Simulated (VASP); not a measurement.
# VGe3 (Pm-3n) in VASP: further runs

VGe3 is run at these levels: PBE; tasks: single point.

Program: VASP 6.6.1. These are calculated values, not measurements. Logs are shortened: lines on timing, memory, paths and dates and some standing lists are left out, and cuts for length are marked.

**1. The cell of the first run**

It takes space group Pm-3n (No. 223, cubic). Conventional cell: a = 4.768 Å, b = 4.768 Å, c = 4.768 Å, α = 90.00°, β = 90.00°, γ = 90.00°. Ge (site symmetry -4m2) has 10 Ge at 2.38 to 2.92 Å and 4 V at 2.67 Å within 3.1 Å. V (site symmetry m-3) has 12 Ge at 2.67 Å within 3.5 Å.

**2. Single point, PBE**

Input file INCAR:

```
SYSTEM = VGe3
ALGO     = Normal         ! electronic algorithm
EDIFF    = 1E-6           ! SCF threshold, eV
ENCUT    = 520            ! plane-wave cutoff, eV
GGA      = PE             ! functional
ISIF     = 2              ! what is computed and relaxed
ISMEAR   = -1             ! smearing method
LASPH    = .TRUE.         ! aspherical terms in the spheres
LCHARG   = .TRUE.         ! write CHGCAR
LELF     = .TRUE.         ! ELF
LREAL    = .FALSE.        ! projectors in reciprocal space
LVHAR    = .TRUE.       
LWAVE    = .FALSE.        ! write WAVECAR
NBANDS   = 65             ! bands
NELM     = 80             ! most SCF steps
PREC     = Accurate       ! precision mode
SIGMA    = 0.05           ! smearing width, eV
```

Input file KPOINTS:

```
k-points
0
G
  5 5 5
  0 0 0
```

Input file POSCAR:

```
VGe3
1.0
    4.7680000000      0.0000000000      0.0000000000
    0.0000000000      4.7680000000      0.0000000000
    0.0000000000      0.0000000000      4.7680000000
Ge V
6 2
Direct
    0.2500000000      0.0000000000      0.5000000000
    0.5000000000      0.7500000000      0.0000000000
    0.7500000000      0.0000000000      0.5000000000
    0.5000000000      0.2500000000      0.0000000000
    0.0000000000      0.5000000000      0.7500000000
    0.0000000000      0.5000000000      0.2500000000
    0.0000000000      0.0000000000      0.0000000000
    0.5000000000      0.5000000000      0.5000000000
```

Potentials or basis: VASP PAW PBE potentials, release 64 (Ge_d, V_sv).

On the command line:

```console
> cat potpaw_PBE.64/Ge_d/POTCAR potpaw_PBE.64/V_sv/POTCAR > POTCAR
> mpirun -np 1 vasp_std > vasp.out
```

OUTCAR:

```text
SYSTEM = VGe3
   EDIFF = 1E-6
   ENCUT = 520
   GGA = PE
   ISIF = 2
   ISMEAR = -1
   LASPH = .TRUE.
   LREAL = .FALSE.
   NELM = 80
   PREC = Accurate

 ion  position               nearest neighbor table
   1  0.250  0.000  0.500-   3 2.38   3 2.38   8 2.67   7 2.67   8 2.67   7 2.67   4 2.92   2 2.92
                             4 2.92   5 2.92   5 2.92   6 2.92   6 2.92   2 2.92
   2  0.500  0.750  0.000-   4 2.38   4 2.38   8 2.67   8 2.67   7 2.67   7 2.67   1 2.92   1 2.92
                             3 2.92   5 2.92   6 2.92   5 2.92   6 2.92   3 2.92
   3  0.750  0.000  0.500-   1 2.38   1 2.38   8 2.67   7 2.67   8 2.67   7 2.67   4 2.92   2 2.92
                             4 2.92   5 2.92   5 2.92   6 2.92   6 2.92   2 2.92
   4  0.500  0.250  0.000-   2 2.38   2 2.38   8 2.67   8 2.67   7 2.67   7 2.67   3 2.92   1 2.92
                             3 2.92   5 2.92   6 2.92   5 2.92   6 2.92   1 2.92
   5  0.000  0.500  0.750-   6 2.38   6 2.38   8 2.67   7 2.67   7 2.67   8 2.67   3 2.92   4 2.92
                             1 2.92   3 2.92   1 2.92   2 2.92   4 2.92   2 2.92
   6  0.000  0.500  0.250-   5 2.38   5 2.38   8 2.67   7 2.67   7 2.67   8 2.67   3 2.92   4 2.92
                             1 2.92   3 2.92   1 2.92   2 2.92   4 2.92   2 2.92
   7  0.000  0.000  0.000-   1 2.67   2 2.67   3 2.67   4 2.67   5 2.67   6 2.67   1 2.67   3 2.67
                             5 2.67   6 2.67   2 2.67   4 2.67
   8  0.500  0.500  0.500-   1 2.67   2 2.67   3 2.67   4 2.67   5 2.67   6 2.67   2 2.67   4 2.67
                             1 2.67   3 2.67   5 2.67   6 2.67

  LATTYP: Found a simple cubic cell.
 ALAT       =     4.7680000000

  Lattice vectors:

 A1 = (   4.7680000000,   0.0000000000,   0.0000000000)
 A2 = (   0.0000000000,   4.7680000000,   0.0000000000)
 A3 = (   0.0000000000,   0.0000000000,   4.7680000000)

Analysis of symmetry for initial positions (statically):
=====================================================================
 Subroutine PRICEL returns:
 Original cell was already a primitive cell.

 Routine SETGRP: Setting up the symmetry group for a
 simple cubic supercell.

 Subroutine GETGRP returns: Found 48 space group operations
 (whereof 24 operations were pure point group operations)
 out of a pool of 48 trial point group operations.

The static configuration has the point symmetry T_h .
 The point group associated with its full space group is O_h .

Analysis of symmetry for dynamics (positions and initial velocities):
=====================================================================
 Subroutine PRICEL returns:
 Original cell was already a primitive cell.

 Routine SETGRP: Setting up the symmetry group for a
 simple cubic supercell.

 Subroutine GETGRP returns: Found 48 space group operations
 (whereof 24 operations were pure point group operations)
 out of a pool of 48 trial point group operations.

The dynamic configuration has the point symmetry T_h .
 The point group associated with its full space group is O_h .

 Subroutine INISYM returns: Found 48 space group operations
 (whereof 24 operations are pure point group operations),
 and found     1 'primitive' translations

----------------------------------------------------------------------------------------

                                     Primitive cell

  volume of cell :     108.3949

  direct lattice vectors                    reciprocal lattice vectors
     4.768000000  0.000000000  0.000000000     0.209731544  0.000000000  0.000000000
     0.000000000  4.768000000  0.000000000     0.000000000  0.209731544  0.000000000
     0.000000000  0.000000000  4.768000000     0.000000000  0.000000000  0.209731544

  length of vectors
     4.768000000  4.768000000  4.768000000     0.209731544  0.209731544  0.209731544

  position of ions in fractional coordinates (direct lattice)
     0.250000000  0.000000000  0.500000000
     0.500000000  0.750000000  0.000000000
     0.750000000  0.000000000  0.500000000
     0.500000000  0.250000000  0.000000000
     0.000000000  0.500000000  0.750000000
     0.000000000  0.500000000  0.250000000
     0.000000000  0.000000000  0.000000000
     0.500000000  0.500000000  0.500000000

  ion indices of the primitive-cell ions
   primitive index   ion index
                 1           1
                 2           2
                 3           3
                 4           4
                 5           5
                 6           6
                 7           7
                 8           8

----------------------------------------------------------------------------------------

 KPOINTS: k-points

Automatic generation of k-mesh.
 Grid dimensions read from file:
 generate k-points for:    5    5    5

 Generating k-lattice:

  Cartesian coordinates                     Fractional coordinates (reciprocal lattice)
     0.041946309  0.000000000  0.000000000     0.200000000  0.000000000  0.000000000
     0.000000000  0.041946309  0.000000000     0.000000000  0.200000000  0.000000000
     0.000000000  0.000000000  0.041946309     0.000000000  0.000000000  0.200000000

  Length of vectors
     0.041946309  0.041946309  0.041946309

  Shift w.r.t. Gamma in fractional coordinates (k-lattice)
     0.000000000  0.000000000  0.000000000

 Subroutine IBZKPT returns following result:
 ===========================================

 Found     10 irreducible k-points:

 Following reciprocal coordinates:
            Coordinates               Weight
  0.000000  0.000000  0.000000      1.000000
  0.200000  0.000000  0.000000      6.000000
  0.400000  0.000000  0.000000      6.000000
  0.200000  0.200000  0.000000     12.000000
  0.400000  0.200000  0.000000     24.000000
  0.400000  0.400000  0.000000     12.000000
  0.200000  0.200000  0.200000      8.000000
  0.400000  0.200000  0.200000     24.000000
  0.400000  0.400000  0.200000     24.000000
  0.400000  0.400000  0.400000      8.000000
   k-points           NKPTS =     10   k-points in BZ     NKDIM =     10   number of bands    NBANDS=     65
   number of dos      NEDOS =    301   number of ions     NIONS =      8
   total plane-waves  NPLWV =  46656
   dimension x,y,z NGX =    36 NGY =   36 NGZ =   36
   dimension x,y,z NGXF=    72 NGYF=   72 NGZF=   72
   ions per type =               6   2
   NGX,Y,Z   is equivalent  to a cutoff of  12.55, 12.55, 12.55 a.u.
   NGXF,Y,Z  is equivalent  to a cutoff of  25.10, 25.10, 25.10 a.u.
 SYSTEM =  VGe3
   PREC   = accura    normal or accurate (medium, high low for compatibility)
   ISTART =      0    job   : 0-new  1-cont  2-samecut
   ICHARG =      2    charge: 1-file 2-atom 10-const
   ISPIN  =      1    spin polarized calculation?
   LNONCOLLINEAR =      F non collinear calculations
   LSORBIT =      F    spin-orbit coupling
   LASPH  =      T    aspherical Exc in radial PAW
   ENCUT  =  520.0 eV  38.22 Ry    6.18 a.u.   8.87  8.87  8.87*2*pi/ulx,y,z
   NELM   =     80;   NELMIN=  2; NELMDL= -5     # of ELM steps
   EDIFF  = 0.1E-05   stopping-criterion for ELM
   LREAL  =      F    real-space projection
   EDIFFG = 0.1E-04   stopping-criterion for IOM
   NSW    =      0    number of steps for IOM
   IBRION =     -1    ionic relax: 0-MD 1-quasi-New 2-CG
   NFREE  =      0    steps in history (QN), initial steepest desc. (CG)
   ISIF   =      2    stress and relaxation
   ISYM   =      2    0-nonsym 1-usesym 2-fastsym
   POTIM  = 0.5000    time-step for ionic-motion
   TEBEG  =    0.0;   TEEND  =   0.0 temperature during run
   PSTRESS=    0.0 pullay stress
   NELECT =     110.0000    total number of electrons
   NUPDOWN=      -1.0000    fix difference up-down
   EMIN   =  10.00;   EMAX   =-10.00  energy-range for DOS
   EFERMI =   0.00;   METHOD = LEGACY
   ISMEAR =    -1;   SIGMA  =   0.05  broadening in eV -4-tet -1-fermi 0-gaus
   EFERMI_NEDOS =   21; number of points for ismear=-14 and -15
   IALGO  =     38    algorithm
   IMIX   =      4    mixing-type and parameters
     AMIX     =   0.40;   BMIX     =  1.00
     AMIX_MAG =   1.60;   BMIX_MAG =  1.00
  volume/ion in A,a.u.               =      13.55        91.44
  Fermi-wavevector in a.u.,A,eV,Ry     =   1.645140  3.108863 36.823964  2.706485
  Thomas-Fermi vector in A             =   2.734987
   LORBIT       =      0    0 simple, 1 ext, 2 COOP (PROOUT), +10 PAW based schemes
   GGA     = PE    functional components
   LHFCALC =     F    Hartree Fock is set to
   AEXX    =    0.0000 exact exchange contribution
   IVDW    =     0    specifies the selected vdW correction
   LEPSILON=     F    determine dielectric tensor
   LRPA    =     F    only Hartree local field effects (RPA)
 non-spin polarized calculation
  energy-cutoff  :      520.00
  volume of cell :      108.39
 maximum number of plane-waves:      2945
 NGX is ok and might be reduce to    36
   NGX = 17   NGY = 17   NGZ = 17

 number of electron     110.0000021 magnetization

 Free energy of the ion-electron system (eV)
  ---------------------------------------------------
  ext. energy  EPLUGINS =         0.00000000
  ---------------------------------------------------
  free energy    TOTEN  =       -41.51822070 eV

  energy without entropy =      -41.44493179  energy(sigma->0) =      -41.48157624

 E-fermi :  10.5598     XC(G=0): -13.0027

 val. band max:       10.4421801852   @ k =   0.4000   0.0000   0.0000
 cond. band min:      10.5697289839   @ k =   0.4000   0.2000   0.2000
 fundamental gap:      0.1275487988
 Fermi energy:        10.5598236963

 k-point     1 :       0.0000    0.0000    0.0000
  band No.  band energies     occupation
      1     -53.2663      2.00000
      2     -53.2656      2.00000
      3     -27.1871      2.00000
      4     -27.1871      2.00000
      5     -27.1871      2.00000
      6     -27.1801      2.00000
[... 57 lines left out ...]
     64      15.1726      0.00000
     65      15.1726      0.00000

 k-point     2 :       0.2000    0.0000    0.0000
  band No.  band energies     occupation
      1     -53.2663      2.00000
      2     -53.2656      2.00000
      3     -27.1870      2.00000
      4     -27.1863      2.00000
      5     -27.1863      2.00000
      6     -27.1813      2.00000
[... 601 lines left out ...]
     64      14.5521      0.00000
     65      14.8297      0.00000

------------------------ aborting loop because EDIFF is reached ----------------------------------------

  FORCE on cell =-STRESS in cart. coord.  units (eV):
  Direction    XX          YY          ZZ          XY          YZ          ZX
  --------------------------------------------------------------------------------------
  -------------------------------------------------------------------------------------
  Total       18.4233366     18.4233366     18.4233366      0.0000000     -0.0000000      0.0000000
  in kB      272.3141006    272.3141006    272.3141006      0.0000000     -0.0000000      0.0000000
  external PRESSURE =     272.3141006 kB  Pullay stress =       0.0000000 kB

 VOLUME and BASIS-vectors are now :
 -----------------------------------------------------------------------------
  energy-cutoff  :      520.00
  volume of cell :      108.39
      direct lattice vectors                 reciprocal lattice vectors
     4.768000000  0.000000000  0.000000000     0.209731544  0.000000000  0.000000000
     0.000000000  4.768000000  0.000000000     0.000000000  0.209731544  0.000000000
     0.000000000  0.000000000  4.768000000     0.000000000  0.000000000  0.209731544

 POSITION                                       TOTAL-FORCE (eV/Angst)
 -----------------------------------------------------------------------------------
      1.19200      0.00000      2.38400        -0.000000     -0.000000      0.000000
      2.38400      3.57600      0.00000         0.000000      0.000000     -0.000000
      3.57600      0.00000      2.38400         0.000000      0.000000     -0.000000
      2.38400      1.19200      0.00000        -0.000000     -0.000000      0.000000
      0.00000      2.38400      3.57600        -0.000000      0.000000     -0.000000
      0.00000      2.38400      1.19200        -0.000000     -0.000000      0.000000
      0.00000      0.00000      0.00000         0.000000     -0.000000      0.000000
      2.38400      2.38400      2.38400         0.000000     -0.000000      0.000000
 -----------------------------------------------------------------------------------
    total drift:                                0.000000      0.000000     -0.000000

  FREE ENERGIE OF THE ION-ELECTRON SYSTEM (eV)
  ---------------------------------------------------
  free  energy   TOTEN  =       -41.5182207027 eV

  energy  without entropy=      -41.4449317862  energy(sigma->0) =      -41.48157624
```

Wall time 89 s (1 thread of Intel Xeon 8259CL, shared host); peak memory 0.23 GiB.

Results:

| Item | Value |
| --- | --- |
| Free energy | -41.5182 eV |
| Pressure | 27.2 GPa |
| Band gap on the k mesh | zero (bands 55 and 56 overlap by 0.60 eV) |

Caveat: the cell stands under pressure.

**3. Single point, PBE, collinear spin, ferromagnetic start**

Input file INCAR:

```
  ALGO = Normal
  EDIFF = 1E-6
  ENCUT = 520
  GGA = PE
  ISIF = 2
  ISMEAR = -1
  ISPIN = 2
  LASPH = T
  LCHARG = F
  LMAXMIX = 4
  LORBIT = 11
  LREAL = F
  LWAVE = F
  MAGMOM = 0 0 0 0 0 0 2 2
  NBANDS = 69
  NELM = 150
  PREC = Accurate
  SIGMA = 0.05
```

Input file KPOINTS:

```
k-points
0
Gamma
  5 5 5
```

POSCAR is that of step 2.

Potentials or basis: VASP PAW PBE potentials, release 64 (Ge_d, V_sv).

On the command line:

```console
> cat potpaw_PBE.64/Ge_d/POTCAR potpaw_PBE.64/V_sv/POTCAR > POTCAR
> mpirun -np 1 vasp_std > vasp.out
```

OUTCAR:

```text
EDIFF = 1E-6
   ENCUT = 520
   GGA = PE
   ISIF = 2
   ISMEAR = -1
   ISPIN = 2
   LASPH = T
   LORBIT = 11
   LREAL = F
   NELM = 150
   PREC = Accurate

 ion  position               nearest neighbor table
   1  0.250  0.000  0.500-   3 2.38   3 2.38   8 2.67   7 2.67   8 2.67   7 2.67   4 2.92   2 2.92
                             4 2.92   5 2.92   5 2.92   6 2.92   6 2.92   2 2.92
   2  0.500  0.750  0.000-   4 2.38   4 2.38   8 2.67   8 2.67   7 2.67   7 2.67   1 2.92   1 2.92
                             3 2.92   5 2.92   6 2.92   5 2.92   6 2.92   3 2.92
   3  0.750  0.000  0.500-   1 2.38   1 2.38   8 2.67   7 2.67   8 2.67   7 2.67   4 2.92   2 2.92
[... 1646 lines left out ...]
      2.38400      1.19200      0.00000         0.000000      0.000000      0.000000
      0.00000      2.38400      3.57600         0.000000     -0.000000      0.000000
      0.00000      2.38400      1.19200        -0.000000     -0.000000      0.000000
      0.00000      0.00000      0.00000         0.000000      0.000000      0.000000
      2.38400      2.38400      2.38400         0.000000      0.000000      0.000000
 -----------------------------------------------------------------------------------
    total drift:                                0.000000      0.000000     -0.000000

  FREE ENERGIE OF THE ION-ELECTRON SYSTEM (eV)
  ---------------------------------------------------
  free  energy   TOTEN  =       -41.6538215525 eV

  energy  without entropy=      -41.6162109622  energy(sigma->0) =      -41.63501626

 total charge

# of ion       s       p       d       tot
------------------------------------------
    1        1.171   1.256  10.116  12.543
    2        1.171   1.256  10.116  12.543
    3        1.171   1.256  10.116  12.543
    4        1.171   1.256  10.116  12.543
    5        1.171   1.256  10.116  12.543
    6        1.171   1.256  10.116  12.543
    7        2.239   6.191   3.264  11.693
    8        2.239   6.191   3.264  11.693
--------------------------------------------------
tot         11.501  19.917  67.226  98.645

 magnetization (x)

# of ion       s       p       d       tot
------------------------------------------
    1       -0.012  -0.005   0.005  -0.011
    2       -0.012  -0.005   0.005  -0.011
    3       -0.012  -0.005   0.005  -0.011
    4       -0.012  -0.005   0.005  -0.011
    5       -0.012  -0.005   0.005  -0.011
    6       -0.012  -0.005   0.005  -0.011
    7        0.015   0.020   1.049   1.084
    8        0.015   0.020   1.049   1.084
--------------------------------------------------
tot         -0.039   0.010   2.129   2.101
```

OSZICAR:

```text
N       E                     dE             d eps       ncg     rms          rms(c)
DAV:   1     0.151533699394E+04    0.15153E+04   -0.45601E+04  3457   0.458E+03
DAV:   2     0.258427337177E+03   -0.12569E+04   -0.12065E+04  2784   0.114E+03
DAV:   3    -0.168040687461E+02   -0.27523E+03   -0.26320E+03  2780   0.301E+02
DAV:   4    -0.436706335098E+02   -0.26867E+02   -0.25466E+02  3298   0.955E+01
DAV:   5    -0.446309071273E+02   -0.96027E+00   -0.95213E+00  3134   0.208E+01    0.295E+01
DAV:   6    -0.486447742324E+02   -0.40139E+01   -0.40461E+01  3098   0.280E+01    0.254E+01
DAV:   7    -0.421125204819E+02    0.65323E+01   -0.32597E+01  3050   0.299E+01    0.120E+01
DAV:   8    -0.416095776468E+02    0.50294E+00   -0.25749E+00  2936   0.648E+00    0.478E+00
DAV:   9    -0.416125930923E+02   -0.30154E-02   -0.19325E-01  3209   0.179E+00    0.224E+00
DAV:  10    -0.416406634317E+02   -0.28070E-01   -0.31856E-02  3220   0.838E-01    0.113E+00
DAV:  11    -0.416521814875E+02   -0.11518E-01   -0.32767E-02  3265   0.842E-01    0.370E-01
DAV:  12    -0.416535520311E+02   -0.13705E-02   -0.50127E-03  3100   0.416E-01    0.177E-01
DAV:  13    -0.416537782888E+02   -0.22626E-03   -0.15675E-04  3073   0.702E-02    0.742E-02
DAV:  14    -0.416538018782E+02   -0.23589E-04   -0.83233E-05  2994   0.404E-02    0.467E-02
DAV:  15    -0.416538187241E+02   -0.16846E-04   -0.11814E-05  2602   0.209E-02    0.179E-02
DAV:  16    -0.416538217318E+02   -0.30077E-05   -0.41331E-06  2622   0.925E-03    0.384E-03
DAV:  17    -0.416538215525E+02    0.17928E-06   -0.62777E-07  1790   0.404E-03
   1 F= -.41653822E+02 E0= -.41635016E+02  d E =-.376106E-01  mag=     2.3871
```

Run time: 3.5 min. Hardware: 1 thread of Intel Xeon 8259CL, shared host; peak memory 0.3 GiB.

What came out:

| Property | Result |
| --- | --- |
| Free energy | -41.6538 eV |
| Pressure | 28.3 GPa |
| Net moment | 2.39 μB per cell |
| Site moments | Ge -0.01; V +1.08 μB |
| Valence electrons inside the program's atomic spheres | Ge 12.54; V 11.69 |

Levels at points of the mesh, in eV from the Fermi level:
Spin up:
```tsv
k point	band 52	band 53	band 54	band 55	band 56	band 57	band 58	band 59	band 60	band 61
(0.00, 0.00, 0.00)	-2.49	-2.49	-0.96	-0.96	-0.96	0.76	0.76	0.76	1.51	1.51
```
Spin down:
```
           k point  band 50  band 51  band 52  band 53  band 54  band 55  band 56  band 57  band 58  band 59
(0.00, 0.00, 0.00)    -2.83    -2.51    -2.51    -2.51    -0.03    -0.03    -0.03     0.94     0.94     0.94
```

Caveat: the cell stands under pressure.

[end of part 1 of 2]
